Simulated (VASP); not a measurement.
# ZnS (F-43m) in VASP: notebook

The runs below take ZnS through single point, relaxation of cell and atoms, with LDA.

Program: VASP 6.6.1. These are calculated values, not measurements. Logs are shortened: lines on timing, memory, paths and dates and some standing lists are left out, and cuts for length are marked.

**Measured values to compare with.**

“Electronic, vibrational, and thermodynamic properties of ZnS (zincblende and rocksalt structure)”, 2009, arxiv:0911.5022 quotes, for a bulk crystal of ZnS at 19 K: band gap 3.85 eV (direct).

The results are compared with them further down.

## 1. The cell of the first run

The structure is cubic, space group F-43m (No. 216). Conventional cell: a = 5.297 Å, b = 5.297 Å, c = 5.297 Å, α = 90.00°, β = 90.00°, γ = 90.00°. Within 3.0 Å of Zn (site symmetry -43m) lie 4 S at 2.29 Å. Within 3.0 Å of S (site symmetry -43m) lie 4 Zn at 2.29 Å.

## 2. Single point, LDA

INCAR

```
SYSTEM = ZnS
  PREC = Accurate
  ENCUT = 520
  EDIFF = 1E-6
  ISMEAR = 0
  SIGMA = 0.02
  LREAL = .False.
  LASPH = .True.
  NELM = 80
  ALGO = Normal
  ISIF = 2
  LWAVE = .False.
  LCHARG = .False.
  NBANDS = 16
```

KPOINTS

```
regular mesh
0
Gamma
  10 10 10
  0 0 0
```

POSCAR

```
ZnS
1.0
    0.0000000000      2.6483447004      2.6483447004
    2.6483447004      0.0000000000      2.6483447004
    2.6483447004      2.6483447004      0.0000000000
Zn S
1 1
Direct
    0.0000000000      0.0000000000      0.0000000000
    0.7500000000      0.7500000000      0.7500000000
```

Potentials or basis: VASP PAW LDA potentials, release 64 (Zn, S).

On the command line:

```console
cat potpaw_LDA.64/Zn/POTCAR potpaw_LDA.64/S/POTCAR > POTCAR
mpirun -np 1 vasp_std > vasp.out
```

OUTCAR:

```text
SYSTEM = ZnS
   PREC = Accurate
   ENCUT = 520
   EDIFF = 1E-6
   ISMEAR = 0
   LREAL = .False.
   LASPH = .True.
   NELM = 80
   ISIF = 2

 ion  position               nearest neighbor table
   1  0.000  0.000  0.000-   2 2.29   2 2.29   2 2.29   2 2.29
   2  0.750  0.750  0.750-   1 2.29   1 2.29   1 2.29   1 2.29

  LATTYP: Found a face centered cubic cell.
 ALAT       =     5.2966894008

  Lattice vectors:

 A1 = (   0.0000000000,   2.6483447004,   2.6483447004)
 A2 = (   2.6483447004,   0.0000000000,   2.6483447004)
 A3 = (   2.6483447004,   2.6483447004,   0.0000000000)

Analysis of symmetry for initial positions (statically):
=====================================================================
 Subroutine PRICEL returns:
 Original cell was already a primitive cell.

 Routine SETGRP: Setting up the symmetry group for a
 face centered cubic supercell.

 Subroutine GETGRP returns: Found 24 space group operations
 (whereof 24 operations were pure point group operations)
 out of a pool of 48 trial point group operations.

The static configuration has the point symmetry T_d .

Analysis of symmetry for dynamics (positions and initial velocities):
=====================================================================
 Subroutine PRICEL returns:
 Original cell was already a primitive cell.

 Routine SETGRP: Setting up the symmetry group for a
 face centered cubic supercell.

 Subroutine GETGRP returns: Found 24 space group operations
 (whereof 24 operations were pure point group operations)
 out of a pool of 48 trial point group operations.

The dynamic configuration has the point symmetry T_d .

 Subroutine INISYM returns: Found 24 space group operations
 (whereof 24 operations are pure point group operations),
 and found     1 'primitive' translations

----------------------------------------------------------------------------------------

                                     Primitive cell

  volume of cell :      37.1495

  direct lattice vectors                    reciprocal lattice vectors
     0.000000000  2.648344700  2.648344700    -0.188797176  0.188797176  0.188797176
     2.648344700  0.000000000  2.648344700     0.188797176 -0.188797176  0.188797176
     2.648344700  2.648344700  0.000000000     0.188797176  0.188797176 -0.188797176

  length of vectors
     3.745324993  3.745324993  3.745324993     0.327006301  0.327006301  0.327006301

  position of ions in fractional coordinates (direct lattice)
     0.000000000  0.000000000  0.000000000
     0.750000000  0.750000000  0.750000000

  ion indices of the primitive-cell ions
   primitive index   ion index
                 1           1
                 2           2

----------------------------------------------------------------------------------------

 KPOINTS: regular mesh

Automatic generation of k-mesh.
 Grid dimensions read from file:
 generate k-points for:   10   10   10

 Generating k-lattice:

  Cartesian coordinates                     Fractional coordinates (reciprocal lattice)
    -0.018879718  0.018879718  0.018879718     0.100000000  0.000000000  0.000000000
     0.018879718 -0.018879718  0.018879718     0.000000000  0.100000000  0.000000000
     0.018879718  0.018879718 -0.018879718     0.000000000  0.000000000  0.100000000

  Length of vectors
     0.032700630  0.032700630  0.032700630

  Shift w.r.t. Gamma in fractional coordinates (k-lattice)
     0.000000000  0.000000000  0.000000000

 Subroutine IBZKPT returns following result:
 ===========================================

 Found     47 irreducible k-points:

 Following reciprocal coordinates:
            Coordinates               Weight
  0.000000  0.000000  0.000000      1.000000
  0.100000  0.000000  0.000000      8.000000
  0.200000  0.000000  0.000000      8.000000
  0.300000  0.000000  0.000000      8.000000
  0.400000  0.000000  0.000000      8.000000
  0.500000  0.000000  0.000000      4.000000
[... 16 lines left out ...]
  0.300000  0.300000  0.000000      6.000000
  0.400000  0.300000  0.000000     24.000000
 [... further k-points ...]
   k-points           NKPTS =     47   k-points in BZ     NKDIM =     47   number of bands    NBANDS=     16
   number of dos      NEDOS =    301   number of ions     NIONS =      2
   total plane-waves  NPLWV =  21952
   dimension x,y,z NGX =    28 NGY =   28 NGZ =   28
   dimension x,y,z NGXF=    56 NGYF=   56 NGZF=   56
   ions per type =               1   1
   NGX,Y,Z   is equivalent  to a cutoff of  12.43, 12.43, 12.43 a.u.
   NGXF,Y,Z  is equivalent  to a cutoff of  24.86, 24.86, 24.86 a.u.
 SYSTEM =  ZnS
   PREC   = accura    normal or accurate (medium, high low for compatibility)
   ISTART =      0    job   : 0-new  1-cont  2-samecut
   ICHARG =      2    charge: 1-file 2-atom 10-const
   ISPIN  =      1    spin polarized calculation?
   LNONCOLLINEAR =      F non collinear calculations
   LSORBIT =      F    spin-orbit coupling
   LASPH  =      T    aspherical Exc in radial PAW
   ENCUT  =  520.0 eV  38.22 Ry    6.18 a.u.   6.96  6.96  6.96*2*pi/ulx,y,z
   NELM   =     80;   NELMIN=  2; NELMDL= -5     # of ELM steps
   EDIFF  = 0.1E-05   stopping-criterion for ELM
   LREAL  =      F    real-space projection
   EDIFFG = 0.1E-04   stopping-criterion for IOM
   NSW    =      0    number of steps for IOM
   IBRION =     -1    ionic relax: 0-MD 1-quasi-New 2-CG
   NFREE  =      0    steps in history (QN), initial steepest desc. (CG)
   ISIF   =      2    stress and relaxation
   ISYM   =      2    0-nonsym 1-usesym 2-fastsym
   POTIM  = 0.5000    time-step for ionic-motion
   TEBEG  =    0.0;   TEEND  =   0.0 temperature during run
   PSTRESS=    0.0 pullay stress
   NELECT =      18.0000    total number of electrons
   NUPDOWN=      -1.0000    fix difference up-down
   EMIN   =  10.00;   EMAX   =-10.00  energy-range for DOS
   EFERMI =   0.00;   METHOD = LEGACY
   ISMEAR =     0;   SIGMA  =   0.02  broadening in eV -4-tet -1-fermi 0-gaus
   EFERMI_NEDOS =   21; number of points for ismear=-14 and -15
   IALGO  =     38    algorithm
   IMIX   =      4    mixing-type and parameters
     AMIX     =   0.40;   BMIX     =  1.00
     AMIX_MAG =   1.60;   BMIX_MAG =  1.00
  volume/ion in A,a.u.               =      18.57       125.35
  Fermi-wavevector in a.u.,A,eV,Ry     =   1.285823  2.429853 22.495064  1.653341
  Thomas-Fermi vector in A             =   2.417934
   LORBIT       =      0    0 simple, 1 ext, 2 COOP (PROOUT), +10 PAW based schemes
   GGA     = CA    functional components
   LHFCALC =     F    Hartree Fock is set to
   AEXX    =    0.0000 exact exchange contribution
   IVDW    =     0    specifies the selected vdW correction
   LEPSILON=     F    determine dielectric tensor
   LRPA    =     F    only Hartree local field effects (RPA)
 non-spin polarized calculation
 Gauss-broadening in eV      SIGMA  =   0.02
  energy-cutoff  :      520.00
  volume of cell :       37.15
 maximum number of plane-waves:      1010
   NGX = 13   NGY = 13   NGZ = 13

 number of electron      18.0000014 magnetization

 Free energy of the ion-electron system (eV)
  ---------------------------------------------------
  ext. energy  EPLUGINS =         0.00000000
  ---------------------------------------------------
  free energy    TOTEN  =        -8.20787036 eV

  energy without entropy =       -8.20787036  energy(sigma->0) =       -8.20787036

 E-fermi :   2.6426     XC(G=0): -10.3167

 val. band max:        2.5139619904   @ k =   0.0000   0.0000   0.0000
 cond. band min:       4.6744844336   @ k =   0.0000   0.0000   0.0000
 fundamental gap:      2.1605224432
 Fermi energy:         2.6425658765

 k-point     1 :       0.0000    0.0000    0.0000
  band No.  band energies     occupation
      1     -11.0341      2.00000
      2      -4.2429      2.00000
      3      -4.2429      2.00000
      4      -4.2429      2.00000
      5      -3.6896      2.00000
      6      -3.6896      2.00000
[... 8 lines left out ...]
     15      14.3402      0.00000
     16      14.3740      0.00000

 k-point     2 :       0.1000    0.0000    0.0000
  band No.  band energies     occupation
      1     -10.9486      2.00000
      2      -4.2462      2.00000
      3      -4.2275      2.00000
      4      -4.2275      2.00000
      5      -3.6912      2.00000
      6      -3.6912      2.00000
[... 8 lines left out ...]
     15      13.8388      0.00000
     16      14.9747      0.00000

 k-point     3 :       0.2000    0.0000    0.0000
  band No.  band energies     occupation
      1     -10.7116      2.00000
      2      -4.2363      2.00000
      3      -4.1896      2.00000
      4      -4.1896      2.00000
      5      -3.6916      2.00000
      6      -3.6916      2.00000
[... 8 lines left out ...]
     15      13.3799      0.00000
     16      14.9254      0.00000

 k-point     4 :       0.3000    0.0000    0.0000
  band No.  band energies     occupation
      1     -10.3863      2.00000
      2      -4.1547      2.00000
      3      -4.1495      2.00000
      4      -4.1495      2.00000
      5      -3.6821      2.00000
      6      -3.6821      2.00000
[... 8 lines left out ...]
     15      13.7768      0.00000
     16      14.3421      0.00000

 k-point     5 :       0.4000    0.0000    0.0000
  band No.  band energies     occupation
      1     -10.0891      2.00000
      2      -4.1243      2.00000
      3      -4.1243      2.00000
      4      -3.9079      2.00000
      5      -3.6643      2.00000
      6      -3.6643      2.00000
[... 8 lines left out ...]
     15      14.9923      0.00000
     16      14.9923      0.00000

 k-point     6 :       0.5000    0.0000    0.0000
  band No.  band energies     occupation
      1      -9.9655      2.00000
      2      -4.1167      2.00000
      3      -4.1167      2.00000
      4      -3.6548      2.00000
      5      -3.6548      2.00000
      6      -3.4698      2.00000
[... 8 lines left out ...]
     15      16.0608      0.00000
     16      16.0608      0.00000

 k-point     7 :       0.1000    0.1000    0.0000
  band No.  band energies     occupation
      1     -10.9201      2.00000
      2      -4.2611      2.00000
      3      -4.2152      2.00000
      4      -4.2152      2.00000
      5      -3.7029      2.00000
      6      -3.6812      2.00000
[... 8 lines left out ...]
     15      14.4732      0.00000
     16      15.2935      0.00000

 k-point     8 :       0.2000    0.1000    0.0000
  band No.  band energies     occupation
      1     -10.7333      2.00000
      2      -4.2674      2.00000
      3      -4.1794      2.00000
      4      -4.1774      2.00000
      5      -3.7129      2.00000
      6      -3.6738      2.00000
[... 8 lines left out ...]
     15      14.3077      0.00000
     16      15.9918      0.00000

 k-point     9 :       0.3000    0.1000    0.0000
  band No.  band energies     occupation
      1     -10.4355      2.00000
      2      -4.2260      2.00000
      3      -4.1336      2.00000
      4      -4.1297      2.00000
      5      -3.7082      2.00000
      6      -3.6640      2.00000
[... 8 lines left out ...]
     15      14.4952      0.00000
     16      15.3926      0.00000
[... 172 lines left out ...]
 k-point    19 :       0.5000    0.2000    0.0000
  band No.  band energies     occupation
      1      -9.8549      2.00000
      2      -4.1435      2.00000
      3      -4.0314      2.00000
      4      -3.8542      2.00000
      5      -3.6453      2.00000
      6      -3.5157      2.00000
[... 8 lines left out ...]
     15      16.1300      0.00000
     16      17.1608      0.00000

 k-point    20 :      -0.4000    0.2000    0.0000
  band No.  band energies     occupation
      1      -9.8263      2.00000
      2      -4.1203      2.00000
      3      -4.0409      2.00000
      4      -3.7597      2.00000
      5      -3.6720      2.00000
      6      -3.4570      2.00000
[... 8 lines left out ...]
     15      14.5839      0.00000
     16      16.9736      0.00000

 k-point    21 :      -0.3000    0.2000    0.0000
  band No.  band energies     occupation
      1      -9.9969      2.00000
      2      -4.1147      2.00000
      3      -4.0725      2.00000
      4      -3.9476      2.00000
      5      -3.7028      2.00000
      6      -3.6197      2.00000
[... 8 lines left out ...]
     15      15.8230      0.00000
     16      17.1231      0.00000

 k-point    22 :      -0.2000    0.2000    0.0000
  band No.  band energies     occupation
      1     -10.2763      2.00000
      2      -4.1533      2.00000
      3      -4.1209      2.00000
      4      -4.1166      2.00000
      5      -3.7161      2.00000
      6      -3.6462      2.00000
[... 8 lines left out ...]
     15      15.5107      0.00000
     16      17.2175      0.00000

 k-point    23 :       0.3000    0.3000    0.0000
  band No.  band energies     occupation
      1     -10.1685      2.00000
      2      -4.3277      2.00000
      3      -4.0204      2.00000
      4      -4.0204      2.00000
      5      -3.7300      2.00000
      6      -3.6322      2.00000
[... 8 lines left out ...]
     15      15.4428      0.00000
     16      19.4177      0.00000

 k-point    24 :       0.4000    0.3000    0.0000
  band No.  band energies     occupation
      1      -9.9338      2.00000
      2      -4.2954      2.00000
      3      -3.9700      2.00000
      4      -3.9627      2.00000
      5      -3.6681      2.00000
      6      -3.6233      2.00000
[... 8 lines left out ...]
     15      16.0174      0.00000
     16      18.6399      0.00000

 [... further k-points ...]
[... 5 lines left out ...]
  --------------------------------------------------------------------------------------
  -------------------------------------------------------------------------------------
  Total        0.0548513      0.0548513      0.0548513     -0.0000000      0.0000000      0.0000000
  in kB        2.3656160      2.3656160      2.3656160     -0.0000000      0.0000000      0.0000000
  external PRESSURE =       2.3656160 kB  Pullay stress =       0.0000000 kB

 VOLUME and BASIS-vectors are now :
 -----------------------------------------------------------------------------
  energy-cutoff  :      520.00
  volume of cell :       37.15
      direct lattice vectors                 reciprocal lattice vectors
     0.000000000  2.648344700  2.648344700    -0.188797176  0.188797176  0.188797176
     2.648344700  0.000000000  2.648344700     0.188797176 -0.188797176  0.188797176
     2.648344700  2.648344700  0.000000000     0.188797176  0.188797176 -0.188797176

 POSITION                                       TOTAL-FORCE (eV/Angst)
 -----------------------------------------------------------------------------------
      0.00000      0.00000      0.00000        -0.000000     -0.000000     -0.000000
      3.97252      3.97252      3.97252         0.000000      0.000000      0.000000
 -----------------------------------------------------------------------------------
    total drift:                               -0.000001     -0.000001     -0.000001

  FREE ENERGIE OF THE ION-ELECTRON SYSTEM (eV)
  ---------------------------------------------------
  free  energy   TOTEN  =        -8.2078703563 eV

  energy  without entropy=       -8.2078703563  energy(sigma->0) =       -8.20787036
```

Wall time 9.4 s (1 thread of Intel Xeon 6975P-C (Granite Rapids), shared host); peak memory 0.15 GiB.

What came out:

```
Free energy            : -8.2079 eV
Pressure               : 0.2 GPa
Band gap on the k mesh : 2.16 eV, direct
```

(Continued in part 2 of 3.)
